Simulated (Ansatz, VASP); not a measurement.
Br: VASP beside Ansatz

File POSCAR:

```
Br
1.0
   -1.4234917050      1.4234917050      3.5775173700
    1.4234917050     -1.4234917050      3.5775173700
    1.4234917050      1.4234917050     -3.5775173700
Br
1
Direct
    0.0000000000      0.0000000000      0.0000000000
```

Contents of INCAR.step1:

```
  ALGO = Normal
  EDIFF = 1E-4
  ENCUT = 600
  GGA = PE
  ISMEAR = -1
  LASPH = T
  LCHARG = F
  LREAL = F
  LWAVE = T
  NELM = 60
  PREC = Accurate
  SIGMA = 0.05
```

INCAR.step2

```
  ALGO = Normal
  EDIFF = 1E-7
  EDIFFG = -0.01
  ENCUT = 600
  IBRION = 2
  ISIF = 3
  ISMEAR = -1
  ISTART = 1
  LASPH = T
  LCHARG = F
  LMIXTAU = T
  LREAL = F
  LWAVE = F
  METAGGA = R2SCAN
  NELM = 60
  NSW = 60
  PREC = Accurate
  SIGMA = 0.05
```

The input KPOINTS:

```
k-points
0
Gamma
  13 13 13
```

input.yaml

```yaml
crystal:
  lattice:
    - [-1.423491705, 1.423491705, 3.57751737]
    - [1.423491705, -1.423491705, 3.57751737]
    - [1.423491705, 1.423491705, -3.57751737]
  atoms:
    - { symbol: Br, position: [0.0, 0.0, 0.0] }
hamiltonian:
  xc: r2scan
  pseudopotentials: { kind: paw }
kpoints:
  mp_grid: { grid: [13, 13, 13] }
scf:
  occupations: { method: fermi_dirac, width: 0.05 }
output:
  forces: true
  stress: true
  eigenvalues: true
  write_density: true
  write_potential: true
  elf: true
  volumetric_format: npy
relax:
  f_tol: 0.01
  max_steps: 40
  cell: { stress_tol: 0.05 }
```

Alike in both runs: task relaxation of cell and atoms; functional r2SCAN; k mesh 13 × 13 × 13; occupations fermi-dirac, width 0.05 eV; no spin polarisation.

|  | VASP | Ansatz |
| --- | --- | --- |
| version | VASP 6.6.1 | Ansatz 0.2.0 |
| potentials or method | VASP PAW PBE potentials, release 64 (Br) | Ansatz PAW |
| plane-wave cutoff (eV) | 600 | 500 |
| valence electrons in the cell | 7 | 7 |

```tsv
	VASP	Ansatz	Ansatz less VASP
gap on the k mesh at the Fermi level, each at its own relaxed structure (eV)	none	none	-
relaxed volume (Å³/atom)	29.86	29.93	+0.066
relaxed length of the cell vector where the two differ most in proportion (Å)	4.185	4.189	+0.0048
```

VASP's potentials were made for PBE, not for r2SCAN. A gap of «none» marks a metal or a gap that the smearing closes.

Noted on Ansatz's run: the plane-wave basis is chosen anew once the cell has moved, so the energies of steps on either side of that aren't comparable.
